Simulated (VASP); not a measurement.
Set up this calculation in VASP 6.6.1, as the native input.

```yaml
Task: single point
Functional: PBE
Potentials_or_basis: VASP PAW PBE potentials, release 64 (Hf_pv, Al, N)
Cutoff: 520 eV
k_mesh: 8 × 8 × 8
Occupations: gaussian, width 0.1 eV
Spin: no spin polarisation
Dipole_correction: no
Further_INCAR_settings: ALGO = Normal; EDIFF = 1e-06; NBANDS = 38
```

The structure of Hf2Al3N5 lies in POSCAR:

```
Hf2Al3N5
1.0
   -1.5400322401      1.5400322401     10.8767488202
    1.5400322401     -1.5400322401     10.8767488202
    1.5400322401      1.5400322401    -10.8767488202
Hf Al N
2 3 5
Direct
    0.8979338154      0.8979338154      0.0000000000
    0.1020661846      0.1020661846      0.0000000000
    0.2953256801      0.2953256801      0.0000000000
    0.7046743199      0.7046743199      0.0000000000
    0.5000000000      0.5000000000      0.0000000000
    0.7943475635      0.7943475635      0.0000000000
    0.2056524365      0.2056524365      0.0000000000
    0.6076285728      0.6076285728      0.0000000000
    0.0000000000      0.0000000000      0.0000000000
    0.3923714272      0.3923714272      0.0000000000
```

One way to write it, as run:

INCAR

```
SYSTEM = Hf2Al3N5
ALGO     = Normal         ! electronic algorithm
EDIFF    = 1E-6           ! SCF threshold, eV
ENCUT    = 520            ! plane-wave cutoff, eV
GGA      = PE             ! functional
ISIF     = 2              ! what is computed and relaxed
ISMEAR   = 0              ! smearing method
LASPH    = .True.         ! aspherical terms in the spheres
LCHARG   = .True.         ! write CHGCAR
LELF     = .True.         ! ELF
LREAL    = .False.        ! projectors in reciprocal space
LVHAR    = .True.       
LWAVE    = .False.        ! write WAVECAR
NBANDS   = 38             ! bands
NELM     = 100            ! most SCF steps
PREC     = Accurate       ! precision mode
SIGMA    = 0.1            ! smearing width, eV
```

KPOINTS

```
k-points
0
Gamma
  8 8 8
  0 0 0
```

Potentials or basis: VASP PAW PBE potentials, release 64 (Hf_pv, Al, N).

Launch:

```console
$ cat potpaw_PBE.64/Hf_pv/POTCAR potpaw_PBE.64/Al/POTCAR potpaw_PBE.64/N/POTCAR > POTCAR
$ mpirun -np 1 vasp_std > vasp.out
```

It gave:

```
Pressure               : -1.6 GPa
Largest force          : 0.062 eV/Å
Band gap on the k mesh : zero (bands 27 and 28 overlap by 4.17 eV)
```

Caveat: spin-orbit coupling is left out, which moves the levels of the heavy elements.

Run time: 51 min on 1 thread of AMD EPYC 7R43 64-Core Processor (Zen 3) (shared host), peak memory 1.2 GiB.
